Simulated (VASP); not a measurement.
# K (R-3m) in VASP: further runs

The runs below take K through single point, with PBE.

All numbers are computed with VASP 6.6.1; they aren't measurements. Logs are shortened: lines on timing, memory, paths and dates and some standing lists are left out, and cuts for length are marked.

### 1 The cell of the first run

Symmetry: R-3m, No. 166, trigonal system. Conventional cell: a = 7.217 Å, b = 7.217 Å, c = 4.773 Å, α = 90.00°, β = 90.00°, γ = 120.00°. K (site symmetry -3m) has 14 K at 4.46 to 5.24 Å within 5.8 Å.

### 2 Single point, PBE

INCAR

```
SYSTEM = K
ALGO     = Fast           ! electronic algorithm
EDIFF    = 1E-6           ! SCF threshold, eV
ENCUT    = 520            ! plane-wave cutoff, eV
GGA      = PE             ! functional
ISIF     = 2              ! what is computed and relaxed
ISMEAR   = 0              ! smearing method
LASPH    = .True.         ! aspherical terms in the spheres
LCHARG   = .False.        ! write CHGCAR
LREAL    = .False.        ! projectors in reciprocal space
LWAVE    = .False.        ! write WAVECAR
NBANDS   = 10             ! bands
NELM     = 80             ! most SCF steps
PREC     = Accurate       ! precision mode
SIGMA    = 0.15           ! smearing width, eV
```

KPOINTS

```
k-points
0
Gamma
  14 14 14
  0 0 0
```

POSCAR

```
K
1.0
   -2.4836476712      2.6197379546      2.6197379546
    2.6197379546     -2.4836476712      2.6197379546
    2.6197379546      2.6197379546     -2.4836476712
K
1
Direct
    0.0000000000      0.0000000000      0.0000000000
```

Potentials or basis: VASP PAW PBE potentials, release 64 (K_sv).

The run is started by

```
cat potpaw_PBE.64/K_sv/POTCAR > POTCAR
mpirun -np 1 vasp_std > vasp.out
```

OUTCAR:

```text
SYSTEM = K
   EDIFF = 1E-6
   ENCUT = 520
   GGA = PE
   ISIF = 2
   ISMEAR = 0
   LASPH = .True.
   LREAL = .False.
   NELM = 80
   PREC = Accurate

 ion  position               nearest neighbor table
   1  0.000  0.000  0.000-

  LATTYP: Found a trigonal (rhomboedric) cell.
 ALAT       =     4.4603317877
 COS(alpha) =    -0.3091289928

  Lattice vectors:

 A1 = (  -2.4836476712,   2.6197379546,   2.6197379546)
 A2 = (   2.6197379546,  -2.4836476712,   2.6197379546)
 A3 = (   2.6197379546,   2.6197379546,  -2.4836476712)

Analysis of symmetry for initial positions (statically):
=====================================================================
 Subroutine PRICEL returns:
 Original cell was already a primitive cell.

 Routine SETGRP: Setting up the symmetry group for a
 trigonal (rhombohedral) supercell.

 Subroutine GETGRP returns: Found 12 space group operations
 (whereof 12 operations were pure point group operations)
 out of a pool of 12 trial point group operations.

The static configuration has the point symmetry D_3d.

Analysis of symmetry for dynamics (positions and initial velocities):
=====================================================================
 Subroutine PRICEL returns:
 Original cell was already a primitive cell.

 Routine SETGRP: Setting up the symmetry group for a
 trigonal (rhombohedral) supercell.

 Subroutine GETGRP returns: Found 12 space group operations
 (whereof 12 operations were pure point group operations)
 out of a pool of 12 trial point group operations.

The dynamic configuration has the point symmetry D_3d.

 Subroutine INISYM returns: Found 12 space group operations
 (whereof 12 operations are pure point group operations),
 and found     1 'primitive' translations

----------------------------------------------------------------------------------------

                                     Primitive cell

  volume of cell :      71.7743

  direct lattice vectors                    reciprocal lattice vectors
    -2.483647671  2.619737955  2.619737955    -0.009676462  0.186271890  0.186271890
     2.619737955 -2.483647671  2.619737955     0.186271890 -0.009676462  0.186271890
     2.619737955  2.619737955 -2.483647671     0.186271890  0.186271890 -0.009676462

  length of vectors
     4.460331788  4.460331788  4.460331788     0.263605895  0.263605895  0.263605895

  position of ions in fractional coordinates (direct lattice)
     0.000000000  0.000000000  0.000000000

  ion indices of the primitive-cell ions
   primitive index   ion index
                 1           1

----------------------------------------------------------------------------------------

 KPOINTS: k-points

Automatic generation of k-mesh.
 Grid dimensions read from file:
 generate k-points for:   14   14   14

 Generating k-lattice:

  Cartesian coordinates                     Fractional coordinates (reciprocal lattice)
    -0.000691176  0.013305135  0.013305135     0.071428571  0.000000000  0.000000000
     0.013305135 -0.000691176  0.013305135     0.000000000  0.071428571  0.000000000
     0.013305135  0.013305135 -0.000691176     0.000000000  0.000000000  0.071428571

  Length of vectors
     0.018828992  0.018828992  0.018828992

  Shift w.r.t. Gamma in fractional coordinates (k-lattice)
     0.000000000  0.000000000  0.000000000

 Subroutine IBZKPT returns following result:
 ===========================================

 Found    288 irreducible k-points:

 Following reciprocal coordinates:
            Coordinates               Weight
  0.000000  0.000000  0.000000      1.000000
  0.071429  0.000000  0.000000      6.000000
  0.142857  0.000000  0.000000      6.000000
  0.214286  0.000000  0.000000      6.000000
  0.285714  0.000000  0.000000      6.000000
  0.357143  0.000000  0.000000      6.000000
[... 16 lines left out ...]
  0.214286  0.142857 -0.000000     12.000000
  0.285714  0.142857  0.000000     12.000000
 [... further k-points ...]
   k-points           NKPTS =    288   k-points in BZ     NKDIM =    288   number of bands    NBANDS=     10
   number of dos      NEDOS =    301   number of ions     NIONS =      1
   total plane-waves  NPLWV =  46656
   dimension x,y,z NGX =    36 NGY =   36 NGZ =   36
   dimension x,y,z NGXF=    72 NGYF=   72 NGZF=   72
   ions per type =               1
   NGX,Y,Z   is equivalent  to a cutoff of  13.42, 13.42, 13.42 a.u.
   NGXF,Y,Z  is equivalent  to a cutoff of  26.84, 26.84, 26.84 a.u.
 SYSTEM =  K
   PREC   = accura    normal or accurate (medium, high low for compatibility)
   ISTART =      0    job   : 0-new  1-cont  2-samecut
   ICHARG =      2    charge: 1-file 2-atom 10-const
   ISPIN  =      1    spin polarized calculation?
   LNONCOLLINEAR =      F non collinear calculations
   LSORBIT =      F    spin-orbit coupling
   LASPH  =      T    aspherical Exc in radial PAW
   ENCUT  =  520.0 eV  38.22 Ry    6.18 a.u.   8.29  8.29  8.29*2*pi/ulx,y,z
   NELM   =     80;   NELMIN=  2; NELMDL= -5     # of ELM steps
   EDIFF  = 0.1E-05   stopping-criterion for ELM
   LREAL  =      F    real-space projection
[... 7 lines left out ...]
   TEBEG  =    0.0;   TEEND  =   0.0 temperature during run
   PSTRESS=    0.0 pullay stress
   NELECT =       9.0000    total number of electrons
   NUPDOWN=      -1.0000    fix difference up-down
   EMIN   =  10.00;   EMAX   =-10.00  energy-range for DOS
   EFERMI =   0.00;   METHOD = LEGACY
   ISMEAR =     0;   SIGMA  =   0.15  broadening in eV -4-tet -1-fermi 0-gaus
   EFERMI_NEDOS =   21; number of points for ismear=-14 and -15
   IALGO  =     68    algorithm
   IMIX   =      4    mixing-type and parameters
     AMIX     =   0.40;   BMIX     =  1.00
     AMIX_MAG =   1.60;   BMIX_MAG =  1.00
  volume/ion in A,a.u.               =      71.77       484.36
  Fermi-wavevector in a.u.,A,eV,Ry     =   0.819406  1.548454  9.135317  0.671427
  Thomas-Fermi vector in A             =   1.930206
   LORBIT       =      0    0 simple, 1 ext, 2 COOP (PROOUT), +10 PAW based schemes
   GGA     = PE    functional components
   LHFCALC =     F    Hartree Fock is set to
   AEXX    =    0.0000 exact exchange contribution
   IVDW    =     0    specifies the selected vdW correction
   LEPSILON=     F    determine dielectric tensor
   LRPA    =     F    only Hartree local field effects (RPA)
 non-spin polarized calculation
 RMM-DIIS sequential band-by-band and
 Gauss-broadening in eV      SIGMA  =   0.15
  energy-cutoff  :      520.00
  volume of cell :       71.77
 maximum number of plane-waves:      1955
 NGX is ok and might be reduce to    36
   NGX = 17   NGY = 17   NGZ = 17

 number of electron       9.0000000 magnetization

 Free energy of the ion-electron system (eV)
  ---------------------------------------------------
  ext. energy  EPLUGINS =         0.00000000
  ---------------------------------------------------
  free energy    TOTEN  =        -1.04638143 eV

  energy without entropy =       -1.03772296  energy(sigma->0) =       -1.04205220

 E-fermi :  -0.0583     XC(G=0):  -5.7102

 val. band max:       -0.0624564058   @ k =  -0.4286   0.2857   0.2857
 cond. band min:      -0.0540668015   @ k =  -0.4286   0.4286   0.0000
 fundamental gap:      0.0083896043
 Fermi energy:        -0.0583399587

 k-point     1 :       0.0000    0.0000    0.0000
  band No.  band energies     occupation
      1     -32.1908      2.00000
      2     -15.6384      2.00000
      3     -15.6371      2.00000
      4     -15.6371      2.00000
      5      -2.2558      2.00000
      6       4.0763      0.00000
      7       4.0763      0.00000
      8       4.4836      0.00000
      9       5.2480      0.00000
     10       5.2480      0.00000

 k-point     2 :       0.0714    0.0000    0.0000
  band No.  band energies     occupation
      1     -32.1906      2.00000
      2     -15.6414      2.00000
      3     -15.6385      2.00000
      4     -15.6371      2.00000
      5      -2.1941      2.00000
      6       3.9822      0.00000
      7       4.0124      0.00000
      8       4.4906      0.00000
      9       5.1730      0.00000
     10       5.2310      0.00000

 k-point     3 :       0.1429    0.0000    0.0000
  band No.  band energies     occupation
      1     -32.1900      2.00000
      2     -15.6514      2.00000
      3     -15.6409      2.00000
      4     -15.6371      2.00000
      5      -2.0111      2.00000
      6       3.6147      0.00000
      7       3.8469      0.00000
      8       4.5917      0.00000
      9       5.1162      0.00000
     10       5.2040      0.00000

 k-point     4 :       0.2143    0.0000    0.0000
  band No.  band energies     occupation
      1     -32.1892      2.00000
      2     -15.6660      2.00000
      3     -15.6442      2.00000
      4     -15.6372      2.00000
      5      -1.7126      2.00000
      6       3.0449      0.00000
      7       3.6360      0.00000
      8       4.8196      0.00000
      9       5.1494      0.00000
     10       5.2085      0.00000

 k-point     5 :       0.2857    0.0000    0.0000
  band No.  band energies     occupation
      1     -32.1883      2.00000
      2     -15.6820      2.00000
      3     -15.6478      2.00000
      4     -15.6373      2.00000
      5      -1.3086      2.00000
      6       2.4016      0.00000
      7       3.4311      0.00000
      8       5.1468      0.00000
      9       5.1921      0.00000
     10       5.2730      0.00000

 k-point     6 :       0.3571    0.0000    0.0000
  band No.  band energies     occupation
      1     -32.1875      2.00000
      2     -15.6964      2.00000
      3     -15.6511      2.00000
      4     -15.6374      2.00000
      5      -0.8127      2.00000
      6       1.7351      0.00000
      7       3.2665      0.00000
      8       5.1448      0.00000
      9       5.4121      0.00000
     10       5.5650      0.00000
[... 183 lines left out ...]
 k-point    21 :      -0.0714    0.0714    0.0000
  band No.  band energies     occupation
      1     -32.1905      2.00000
      2     -15.6412      2.00000
      3     -15.6394      2.00000
      4     -15.6375      2.00000
      5      -2.1875      2.00000
      6       4.0448      0.00000
      7       4.1260      0.00000
      8       4.3696      0.00000
      9       5.0601      0.00000
     10       5.2170      0.00000

 k-point    22 :       0.1429    0.1429   -0.0000
  band No.  band energies     occupation
      1     -32.1889      2.00000
      2     -15.6631      2.00000
      3     -15.6503      2.00000
      4     -15.6406      2.00000
      5      -1.5616      2.00000
      6       2.9602      0.00000
      7       3.2945      0.00000
      8       4.9280      0.00000
      9       4.9623      0.00000
     10       5.5729      0.00000

 k-point    23 :       0.2143    0.1429   -0.0000
  band No.  band energies     occupation
      1     -32.1881      2.00000
      2     -15.6742      2.00000
      3     -15.6560      2.00000
      4     -15.6416      2.00000
      5      -1.1740      2.00000
      6       2.4730      0.00000
      7       3.0456      0.00000
      8       4.9677      0.00000
      9       5.1290      0.00000
     10       5.6777      0.00000

 k-point    24 :       0.2857    0.1429    0.0000
  band No.  band energies     occupation
      1     -32.1873      2.00000
      2     -15.6870      2.00000
      3     -15.6597      2.00000
      4     -15.6421      2.00000
      5      -0.6940      2.00000
      6       1.8898      0.00000
      7       2.8845      0.00000
      8       4.8989      0.00000
      9       5.3325      0.00000
     10       5.7681      0.00000

 [... further k-points ...]
[... 5 lines left out ...]
  --------------------------------------------------------------------------------------
  -------------------------------------------------------------------------------------
  Total        0.0485407      0.0485407      0.0485407     -0.0584923     -0.0584923     -0.0584923
  in kB        1.0835468      1.0835468      1.0835468     -1.3056900     -1.3056900     -1.3056900
  external PRESSURE =       1.0835468 kB  Pullay stress =       0.0000000 kB

 VOLUME and BASIS-vectors are now :
 -----------------------------------------------------------------------------
  energy-cutoff  :      520.00
  volume of cell :       71.77
      direct lattice vectors                 reciprocal lattice vectors
    -2.483647671  2.619737955  2.619737955    -0.009676462  0.186271890  0.186271890
     2.619737955 -2.483647671  2.619737955     0.186271890 -0.009676462  0.186271890
     2.619737955  2.619737955 -2.483647671     0.186271890  0.186271890 -0.009676462

 POSITION                                       TOTAL-FORCE (eV/Angst)
 -----------------------------------------------------------------------------------
      0.00000      0.00000      0.00000         0.000000      0.000000      0.000000
 -----------------------------------------------------------------------------------
    total drift:                               -0.000000      0.000000      0.000000

  FREE ENERGIE OF THE ION-ELECTRON SYSTEM (eV)
  ---------------------------------------------------
  free  energy   TOTEN  =        -1.0463814319 eV

  energy  without entropy=       -1.0377229645  energy(sigma->0) =       -1.04205220
```

Wall time 70 s (1 thread of Intel Xeon 6975P-C (Granite Rapids), shared host); peak memory 0.33 GiB.

What came out:

```yaml
Free_energy: -1.0464 eV
Pressure: 0.1 GPa
```

Stress tensor (GPa, compression positive):
```
 0.11 -0.13 -0.13
-0.13  0.11 -0.13
-0.13 -0.13  0.11
```

Levels at points of the mesh, in eV from the Fermi level:
```tsv
k point	band 1	band 2	band 3	band 4	band 5	band 6	band 7	band 8	band 9
(0.00, 0.00, 0.00)	-32.13	-15.58	-15.58	-15.58	-2.20	4.13	4.13	4.54	5.31
(0.50, 0.00, 0.00)	-32.13	-15.65	-15.60	-15.58	0.34	0.57	3.18	5.04	5.90
(0.50, 0.50, 0.00)	-32.13	-15.66	-15.61	-15.58	0.55	0.83	3.11	4.82	5.58
(0.50, 0.50, 0.50)	-32.12	-15.64	-15.64	-15.62	1.66	1.66	3.55	3.55	3.55
```

[end of part 1 of 2]
